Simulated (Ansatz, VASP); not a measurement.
# Ti in VASP and in Ansatz

```
Ti
1.0
     2.90765    0.00000    0.00000
    -1.45382    2.51810    0.00000
     0.00000    0.00000   24.49634
Ti
5
Direct
  0.66667 0.33333 0.31162
  0.33333 0.66667 0.40180
  0.00000 0.00000 0.50000
  0.66667 0.33333 0.59820
  0.33333 0.66667 0.68838
```

Alike in both runs: functional PBE; k mesh 12 × 12 × 1; occupations gaussian, width 0.1 eV; no spin polarisation.

Ansatz relaxed the structure, and its values are those at the end. VASP's run is a single point on that final structure, the one shown.

```csv
,VASP,Ansatz
version,VASP 6.6.1,Ansatz 0.2.0
potentials or method,"VASP PAW PBE potentials, release 64 (Ti_sv), cutoff 520 eV","scalar-relativistic, plane waves, PAW"
valence electrons in the cell,60,60
```

```tsv
	VASP	Ansatz	Ansatz less VASP
gap on the k mesh at the Fermi level (eV)	none	none	-
rms of the force components (eV/Å)	0.002	0.004	+0.0017
```

A gap of «none» marks a metal or a gap that the smearing closes. The functional is the same, so the differences come from potentials, cutoffs and numerics. Ansatz's warnings: xc potential rough in thin density.
